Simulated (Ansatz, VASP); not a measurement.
Two plane-wave programs on AlN

```xyz
4
Lattice="0.0000 -2.0557 -2.0557 0.0000 2.0557 -2.0557 4.1113 0.0000 0.0000" Properties=species:S:1:pos:R:3 pbc="T T T"
Al    0.0000   -0.0459   -2.0557
Al    2.0557    0.0459    0.0000
N     2.0557    0.0188   -2.0557
N     0.0000    2.0369   -2.0557
```

Change from the starting cell: mode 4 frozen in at -0.045 Å, equal normal strain along x, y and z +0.0250.

Alike in both runs: task single point; functional LDA; k mesh 8 × 8 × 6; occupations gaussian, width 0.05 eV; no spin polarisation.

|  | VASP | Ansatz |
| --- | --- | --- |
| version | VASP 6.6.1 | Ansatz 0.2.0 |
| potentials or method | VASP PAW LDA potentials, release 64 (Al, N), cutoff 520 eV | scalar-relativistic, plane waves, PAW |
| valence electrons in the cell | 16 | 16 |

```tsv
	VASP	Ansatz	Ansatz less VASP
gap on the k mesh at the Fermi level (eV)	3.98	3.99	+0.011
least direct gap on the mesh (eV)	3.99	4.00	+0.011
pressure (GPa)	-17.1	-17.5	-0.40
traceless stress, the component that is largest in VASP (GPa)	-0.27	-0.27	+0.003
rms of the force components (eV/Å)	0.178	0.177	-0.0012
```

LDA's correlation is that of Perdew and Zunger in VASP and of Perdew and Wang (1992) in Ansatz. Atom by atom the forces differ by 0.003 eV/Å (rms over components).
